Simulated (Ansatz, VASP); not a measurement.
**Two plane-wave programs on BAs**

```xyz
4
Lattice="3.4005 0.0000 0.0000 0.0000 4.8091 0.0000 0.0000 0.0000 3.4005" Properties=species:S:1:pos:R:3 pbc="T T T"
B     0.0000    0.0000    0.0000
B     1.7003    2.4045    1.7002
As    1.7003    1.2023    0.0000
As    0.0000    3.6068    1.7002
```

Alike in both runs: task single point; functional PBE; k mesh 6 × 4 × 6; occupations gaussian, width 0.1 eV; no spin polarisation.

|  | VASP | Ansatz |
| --- | --- | --- |
| version | VASP 6.6.1 | Ansatz 0.2.0 |
| potentials or method | VASP PAW PBE potentials, release 64 (B, As), cutoff 500 eV | scalar-relativistic, plane waves, PAW |
| valence electrons in the cell | 16 | 36 |

```csv
,VASP,Ansatz,Ansatz less VASP
gap on the k mesh at the Fermi level (eV),1.21,1.22,+0.008
least direct gap on the mesh (eV),1.45,1.46,+0.012
```

VASP's potentials hold 16 valence electrons a cell and Ansatz's 36, so a difference there can come from the potentials and not from the codes. Ansatz's warnings: structure snapped to symmetry.
